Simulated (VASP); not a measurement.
Crystal: HgH3.

```
Hg H
1.0
     0.00000    3.83797    3.83797
     3.83797    0.00000    3.83797
     3.83797    3.83797    0.00000
Hg H
2 6
Direct
  0.25000 0.25000 0.25000
  0.75000 0.75000 0.75000
  0.19253 0.80747 0.80747
  0.80747 0.19253 0.19253
  0.80747 0.19253 0.80747
  0.19253 0.80747 0.19253
  0.80747 0.80747 0.19253
  0.19253 0.19253 0.80747
```

The cell was built from a structure type or drawn by symmetry, and may not be a known phase.

- Program: VASP 6.6.1
- Task: relaxation of cell and atoms
- Functional: PBE
- Potentials or basis: VASP PAW PBE potentials, release 64 (Hg, H)
- Cutoff: 600 eV
- k mesh: 4 × 4 × 4
- Occupations: gaussian, width 0.1 eV
- Spin: no spin polarisation

At the start: pressure -9.8 GPa; volume 14.13 Å³/atom.

Where does the relaxation end?

Over 12 steps the energy falls by 409.7 meV/atom and the volume is 10.13 Å³/atom (-28.3 %); space group Fm-3m (No. 225, to 0.1 Å) before and after.

Step by step:
```csv
step,energy change (eV),largest force (eV/Å),pressure (GPa),volume (Å³)
1,0.0000,0.6646,-9.80,113.07
2,-0.9469,0.7358,-9.27,99.51
3,-2.0811,0.7788,10.44,65.42
4,-2.1885,0.7591,-0.74,74.90
5,-2.2197,0.7669,2.19,71.67
6,-2.5116,0.8082,2.90,71.38
7,-3.0643,0.1270,7.76,70.51
8,-3.1826,0.5364,3.80,77.01
9,-3.1829,0.5180,3.90,76.77
10,-3.2753,0.0853,0.06,80.96
11,-3.2761,0.0426,0.33,80.60
12,-3.2773,0.0289,0.21,81.02
```

Final structure:
```xyz
8
Lattice="0.0000 3.4344 3.4344 3.4344 0.0000 3.4344 3.4344 3.4344 0.0000" Properties=species:S:1:pos:R:3 pbc="T T T"
Hg    1.7172    1.7172    1.7172
Hg    5.1515    5.1515    5.1515
H     5.9261    3.4344    3.4344
H     0.9426    3.4344    3.4344
H     3.4344    5.9261    3.4344
H     3.4344    0.9426    3.4344
H     3.4344    3.4344    5.9261
H     3.4344    3.4344    0.9426
```

Caveat: the volume moved by over 15 % at a fixed basis, so the end points are rough.
